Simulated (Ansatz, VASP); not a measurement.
In2GeS2 in VASP and in Ansatz

The input INCAR:

```
  PREC = Accurate
  ENCUT = 600
  EDIFF = 1E-6
  ISMEAR = 0
  SIGMA = 0.1
  LREAL = False
  LASPH = True
  NELM = 60
  ALGO = Normal
  ISIF = 3
  LWAVE = False
  LCHARG = False
  GGA = PE
  IBRION = 2
  NSW = 90
  EDIFFG = -0.04
```

Contents of KPOINTS:

```
regular mesh
0
Gamma
  6 6 2
```

Contents of POSCAR:

```
In2GeS2
1.0
    3.9187165600      0.0000000000      0.0000000000
   -1.9593582800      3.3937080900      0.0000000000
    0.0000000000      0.0000000000      9.5683238000
In Ge S
2 1 2
Direct
    0.3333333300      0.6666666700      0.3453400100
    0.6666666700      0.3333333300      0.6546599900
    0.0000000000      0.0000000000      0.5000000000
    0.3333333300      0.6666666700      0.8444100000
    0.6666666700      0.3333333300      0.1555900000
```

Input for Ansatz:

```yaml
crystal:
  lattice:
    - [3.91871656, 0.0, 0.0]
    - [-1.95935828, 3.39370809, 0.0]
    - [0.0, 0.0, 9.5683238]
  atoms:
    - { symbol: In, position: [0.33333333, 0.66666667, 0.34534001] }
    - { symbol: In, position: [0.66666667, 0.33333333, 0.65465999] }
    - { symbol: Ge, position: [0.0, 0.0, 0.5] }
    - { symbol: S, position: [0.33333333, 0.66666667, 0.84441] }
    - { symbol: S, position: [0.66666667, 0.33333333, 0.15559] }
basis:
  ecutwfc: 420
kpoints:
  mp_grid: { grid: [6, 6, 2] }
hamiltonian:
  xc: pbe
scf:
  occupations: { method: gaussian, width: 0.1 }
  lower_state_search: "off"
output:
  forces: true
  stress: true
  eigenvalues: true
relax:
  adjacent_minimum: "off"
  f_tol: 0.04
  max_steps: 70
  cell: { stress_tol: 0.4 }
```

Change from the starting cell: species swapped into the La2GeI2 type (P-3m1, No. 164).

Alike in both runs: task relaxation of cell and atoms; functional PBE; k mesh 6 × 6 × 2; occupations gaussian, width 0.1 eV; no spin polarisation.

|  | VASP | Ansatz |
| --- | --- | --- |
| version | VASP 6.6.1 | Ansatz 0.2.0 |
| potentials or method | VASP PAW PBE potentials, release 64 (In_d, Ge_d, S), cutoff 600 eV | scalar-relativistic, plane waves, PAW |
| valence electrons in the cell | 52 | 52 |

VASP gave:

| Quantity | Value |
| --- | --- |
| gap on the k mesh at the Fermi level, each at its own relaxed structure (eV) | none |
| relaxed volume (Å³/atom) | 25.98 |
| relaxed cell length with the largest relative difference (Å) | 10.366 |

Question: What did Ansatz give for the same quantities?

Answer: gap on the k mesh at the Fermi level, each at its own relaxed structure (eV): none; relaxed volume (Å³/atom): 25.41; relaxed cell length with the largest relative difference (Å): 10.177.

A gap of «none» marks a metal or a gap that the smearing closes.
